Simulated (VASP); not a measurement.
## Si: single point with r2SCAN

The system is Si.

```
Si
1.0
    -1.65885   -1.65885    1.27634
    -1.65885    1.65885    1.27634
    -3.31769    0.00000   -2.55267
Si
2
Direct
  0.48423 0.48423 0.52972
  0.01577 0.01577 0.97028
```

This cell differs from its parent crystal: atoms displaced along a vibrational mode.

```json
{"Program": "VASP 6.6.1", "Task": "single point", "Functional": "r2SCAN", "Potentials or basis": "VASP PAW PBE potentials, release 64 (Si)", "Cutoff": "520 eV", "k mesh": "24 × 24 × 16", "Occupations": "gaussian, width 0.15 eV", "Spin": "no spin polarisation", "Dipole correction": "no", "Further INCAR settings": "ALGO = Normal; EDIFF = 1e-07; NBANDS = 11"}
```

```
Pressure               : 5.4 GPa
Largest force          : 1.578 eV/Å
Band gap on the k mesh : zero (bands 4 and 5 overlap by 8.21 eV)
```

Forces on the atoms (eV/Å):
```
Si   0.541  0.000  1.482
Si  -0.541  0.000 -1.482
```

Stress tensor (GPa, compression positive):
```
 3.52  0.00 -0.69
 0.00  2.66  0.00
-0.69  0.00 10.09
```

Levels at points of the mesh, in eV from the Fermi level:
```
           k point  band 2  band 3  band 4  band 5  band 6  band 7
(0.00, 0.00, 0.00)   -6.58   -6.00    4.67    5.95    6.37    9.18
(0.50, 0.00, 0.00)   -9.71   -3.39   -2.48    0.95    2.09    6.49
(0.50, 0.50, 0.00)   -6.28   -3.31   -2.79   -2.05    0.98    5.06
(0.00, 0.00, 0.50)  -12.28    3.76    4.82    5.14    5.53    6.86
(0.50, 0.00, 0.50)   -8.36   -6.38   -5.67    4.96    6.19    6.43
(0.50, 0.50, 0.50)   -6.71   -2.05   -1.91   -1.33    0.19    1.02
```

Wall time 53 min on 1 thread of Oxide Virtual Turin-like Processor, on a shared host, peak memory 0.59 GiB.

Caveat: the cell differs from its parent crystal (atoms displaced along a vibrational mode); the stress differs along the axes, from 3 to 10 GPa; the PAW data sets were made with another functional, which shifts forces and pressure a little.
